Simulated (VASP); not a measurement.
Wanted: the native input for a VASP 6.6.1 run.

```
Task                   : single point
Functional             : PBEsol
Potentials or basis    : VASP PAW PBE potentials, release 64 (Zn, S)
Cutoff                 : 500 eV
k mesh                 : 16 × 16 × 16
Occupations            : fermi-dirac, width 0.05 eV
Spin                   : no spin polarisation
Dipole correction      : no
Further INCAR settings : ALGO = Normal; EDIFF = 1e-06; NBANDS = 16
```

The structure of ZnS (rocksalt type) lies in POSCAR:

```
ZnS
1.0
    0.0000000000      2.3291747573      2.3291747573
    2.3291747573      0.0000000000      2.3291747573
    2.3291747573      2.3291747573      0.0000000000
Zn S
1 1
Direct
    0.0000000000      0.0000000000      0.0000000000
    0.5000000000      0.5000000000      0.5000000000
```

The input as run:

INCAR

```
PREC = Accurate ; ENCUT = 500
EDIFF = 1E-6 ; ISMEAR = -1
SIGMA = 0.05 ; LREAL = False
LASPH = True ; NELM = 120
ALGO = Normal ; ISIF = 2
LWAVE = False ; LCHARG = True
GGA = PS ; LELF = True
LVHAR = True ; NBANDS = 16
GGA_COMPAT = False
```

KPOINTS

```
regular mesh
0
Gamma
  16 16 16
```

Potentials or basis: VASP PAW PBE potentials, release 64 (Zn, S).

Command:

```sh
$ cat potpaw_PBE.64/Zn/POTCAR potpaw_PBE.64/S/POTCAR > POTCAR
$ mpirun -np 1 vasp_std > vasp.out
```

It gave:

* Pressure: 37.2 GPa
* Band gap on the k mesh: zero (bands 9 and 10 overlap by 0.54 eV)

Caveat: the cell stands under pressure; semilocal functionals underestimate gaps, so a narrow gap can read as zero; the PAW data sets were made with another functional, which shifts forces and pressure a little.

Run time: 57 s on 1 thread of Intel(R) Xeon(R) Platinum 8375C CPU @ 2.90GHz (Ice Lake) (shared host), peak memory 0.18 GiB.
